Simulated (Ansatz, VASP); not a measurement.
Two plane-wave programs on BN

Contents of INCAR:

```
SYSTEM = BN
PREC = Accurate ; ENCUT = 600
EDIFF = 1E-6 ; ISMEAR = 0
SIGMA = 0.05 ; LREAL = .FALSE.
LASPH = .TRUE. ; NELM = 120
ALGO = Normal ; ISIF = 2
LWAVE = .FALSE. ; LCHARG = .TRUE.
GGA = PE ; IVDW = 12
LELF = .TRUE. ; LVHAR = .TRUE.
NBANDS = 11 ; GGA_COMPAT = .FALSE.
```

The input KPOINTS:

```
regular mesh
0
G
  12 12 12
  0 0 0
```

File POSCAR:

```
BN
1.0
    1.2530568997      0.7234527383      3.2948845324
   -1.2530568997      0.7234527383      3.2948845324
    0.0000000000     -1.4469054767      3.2948845324
B N
1 1
Direct
    1.1149367122      0.9421545264      0.9421545264
    0.3327354554      0.3327354554      0.3327354554
```

Input for Ansatz:

```yaml
crystal:
  lattice:
    - [1.2530568997, 0.7234527383, 3.2948845324]
    - [-1.2530568997, 0.7234527383, 3.2948845324]
    - [0.0, -1.4469054767, 3.2948845324]
  atoms:
    - { symbol: B, position: [1.1149367122, 0.9421545264, 0.9421545264] }
    - { symbol: "N", position: [0.3327354554, 0.3327354554, 0.3327354554] }
basis:
  ecutwfc: 420
kpoints:
  mp_grid: { grid: [12, 12, 12] }
hamiltonian:
  xc: pbe
  dispersion: d3bj
scf:
  occupations: { method: gaussian, width: 0.05 }
output:
  forces: true
  stress: true
  eigenvalues: true
```

Change from the starting cell: all B atoms moved -0.250 Å, as atom 1 towards its neighbour atom 2 (N) at 1.447 Å.

Alike in both runs: task single point; functional PBE; dispersion D3(BJ); k mesh 12 × 12 × 12; occupations gaussian, width 0.05 eV; no spin polarisation.

```csv
,VASP,Ansatz
version,VASP 6.6.1,Ansatz 0.2.0
potentials or method,"VASP PAW PBE potentials, release 64 (B, N), cutoff 600 eV","scalar-relativistic, plane waves, PAW"
valence electrons in the cell,8,8
```

|  | VASP | Ansatz | Ansatz less VASP |
| --- | --- | --- | --- |
| gap on the k mesh at the Fermi level (eV) | 2.08 | 2.09 | +0.008 |
| least direct gap on the mesh (eV) | 3.84 | 3.84 | 0.000 |
| pressure (GPa) | 17.4 | 17.7 | +0.32 |
| traceless stress, the component that is largest in VASP (GPa) | 20.19 | 20.27 | +0.076 |
| rms of the force components (eV/Å) | 3.583 | 3.596 | +0.0129 |

Atom by atom the forces differ by 0.013 eV/Å (rms over components).
